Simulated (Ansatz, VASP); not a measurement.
Cu in VASP and in Ansatz

```
Cu
1.0
     1.21846   -3.97638    0.00000
     1.21846    3.97638    0.00000
     0.00000    0.00000    2.47550
Cu
2
Direct
  0.13387 0.86613 0.25000
  0.86613 0.13387 0.75000
```

Alike in both runs: task single point; functional LDA; k mesh 20 × 20 × 20; occupations gaussian, width 0.15 eV; no spin polarisation.

```csv
,VASP,Ansatz
version,VASP 6.6.1,Ansatz 0.2.0
potentials or method,"VASP PAW LDA potentials, release 64 (Cu), cutoff 520 eV","scalar-relativistic, plane waves, PAW"
valence electrons in the cell,22,38
```

Ansatz gave:

```
gap on the k mesh at the Fermi level (eV)                     : none
pressure (GPa)                                                : -7.5
traceless stress, the component that is largest in VASP (GPa) : -0.54
rms of the force components (eV/Å)                            : 0.027
```

Q: Which values does VASP return?

A: gap on the k mesh at the Fermi level (eV): none; pressure (GPa): -6.7; traceless stress, the component that is largest in VASP (GPa): -0.50; rms of the force components (eV/Å): 0.025.

LDA's correlation is that of Perdew and Zunger in VASP and of Perdew and Wang (1992) in Ansatz. Atom by atom the forces differ by 0.003 eV/Å (rms over components). A gap of «none» marks a metal or a gap that the smearing closes. VASP's potentials hold 22 valence electrons a cell and Ansatz's 38, so a difference there can come from the potentials and not from the codes.
